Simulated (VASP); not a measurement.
A run of VASP 6.6.1:

The input INCAR:

```
SYSTEM = FePtC4N4
PREC = Accurate ; ENCUT = 520
EDIFF = 1E-6 ; ISMEAR = 0
SIGMA = 0.1 ; LREAL = .FALSE.
LASPH = .TRUE. ; NELM = 150
ALGO = Normal ; ISIF = 2
LWAVE = .FALSE. ; LCHARG = .FALSE.
ISPIN = 2 ; MAGMOM = 4 0 0 0 0 0 0 0 0 0
LORBIT = 11 ; LMAXMIX = 4
GGA = PE ; NBANDS = 42
```

The input KPOINTS:

```
Automatic mesh
0
G
  4 4 4
  0 0 0
```

Contents of POSCAR:

```
FePtC4N4
1.0
    5.9256649256      0.0000000000      0.0000000000
    0.0000000000      5.9256649256      0.0000000000
    0.0000000000      0.0000000000      5.9256649256
Fe Pt C N
1 1 4 4
Direct
    0.0000000000      0.0000000000      0.0000000000
    0.5000000000      0.5000000000      0.5000000000
    0.1880616052      0.1880616052      0.1880616052
    0.1880616052      0.8119383948      0.8119383948
    0.8119383948      0.1880616052      0.8119383948
    0.8119383948      0.8119383948      0.1880616052
    0.3029921320      0.3029921320      0.3029921320
    0.3029921320      0.6970078680      0.6970078680
    0.6970078680      0.3029921320      0.6970078680
    0.6970078680      0.6970078680      0.3029921320
```

Potentials or basis: VASP PAW PBE potentials, release 64 (Fe, Pt, C, N).

The run is started by

```sh
$ cat potpaw_PBE.64/Fe/POTCAR potpaw_PBE.64/Pt/POTCAR potpaw_PBE.64/C/POTCAR potpaw_PBE.64/N/POTCAR > POTCAR
$ mpirun -np 1 vasp_std > vasp.out
```

Hardware: 1 thread of Intel(R) Xeon(R) Platinum 8259CL CPU @ 2.50GHz (Skylake/Cascade Lake), on a shared host.

Question: Estimate the wall time of this run.

Answer: Run time: 6.4 min on 1 thread of Intel(R) Xeon(R) Platinum 8259CL CPU @ 2.50GHz (Skylake/Cascade Lake), on a shared host, peak memory 0.48 GiB. Counts: scf iterations 22, k points 10.
